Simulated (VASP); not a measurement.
Runs of VASP 6.6.1 on Ga. The structure is that of space group Cmcm (No. 63), or close to it. The cells are those of the table. 

```tsv
cell	k mesh	gap on the mesh (eV)	pressure (GPa)	largest force (eV/Å)
a = 4.314, b = 4.314, c = 4.679 Å, angles 88.7, 88.7, 67.0°, 4 atoms	10 × 10 × 10	none	(a)	0.56
a = 4.497, b = 4.497, c = 4.534 Å, angles 90.0, 90.0, 64.6°, 4 atoms	10 × 10 × 10	none	1.5	0.18
a = 4.379, b = 4.379, c = 4.533 Å, angles 90.0, 90.0, 62.8°, 4 atoms	10 × 10 × 10	none	6.0	(b)
a = 4.606, b = 4.656, c = 4.763 Å, angles 90.0, 90.0, 61.7°, 4 atoms	10 × 10 × 8	none	-1.8	0.56
```

Alike in all rows: task single point; level PBE; potentials or basis VASP PAW PBE potentials, release 64 (Ga_d); no spin polarisation; cutoff (eV) 520; smearing gaussian 0.1 eV.

Problem. Fill in the values left out.

Solution. (a) 4.6; (b) 0.58.

A k mesh can miss the band edges, and the runs leave out spin-orbit coupling on Ga.

A gap of «none» marks levels without a gap at the run's occupations.
